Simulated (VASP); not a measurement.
Wanted: the native input for a VASP 6.6.1 run.

| Quantity | Value |
| --- | --- |
| Task | single point |
| Functional | PBE |
| Potentials or basis | VASP PAW PBE potentials, release 64 (Cd, S) |
| Cutoff | 520 eV |
| k mesh | 8 × 8 × 8 |
| Occupations | gaussian, width 0.02 eV |
| Spin | no spin polarisation |
| Dipole correction | no |
| Further INCAR settings | ALGO = Normal; EDIFF = 1e-07; NBANDS = 16 |

The structure of CdS lies in POSCAR:

```
CdS
1.0
    0.0000000000      2.7532440000      2.7532440000
    2.7532440000      0.0000000000      2.7532440000
    2.7532440000      2.7532440000      0.0000000000
Cd S
1 1
Direct
    0.0000000000      0.0000000000      0.0000000000
    0.5000000000      0.5000000000      0.5000000000
```

One way to write it, as run:

INCAR

```
PREC = Accurate
ENCUT = 520
EDIFF = 1E-7
ISMEAR = 0
SIGMA = 0.02
LREAL = F
LASPH = T
NELM = 60
ALGO = Normal
ISIF = 2
LWAVE = F
LCHARG = F
GGA = PE
NBANDS = 16
```

KPOINTS

```
regular mesh
0
Gamma
  8 8 8
```

Potentials or basis: VASP PAW PBE potentials, release 64 (Cd, S).

The run is started by

```bash
$ cat potpaw_PBE.64/Cd/POTCAR potpaw_PBE.64/S/POTCAR > POTCAR
$ mpirun -np 1 vasp_std > vasp.out
```

Results of the run:

```json
{
  "Pressure": "-0.1 GPa",
  "Band gap on the k mesh": "0.25 eV, indirect (least direct gap 1.53 eV)"
}
```

It took 22 s on 1 thread of Intel(R) Xeon(R) Platinum 8259CL CPU @ 2.50GHz (Skylake/Cascade Lake), on a shared host, peak memory 0.17 GiB.
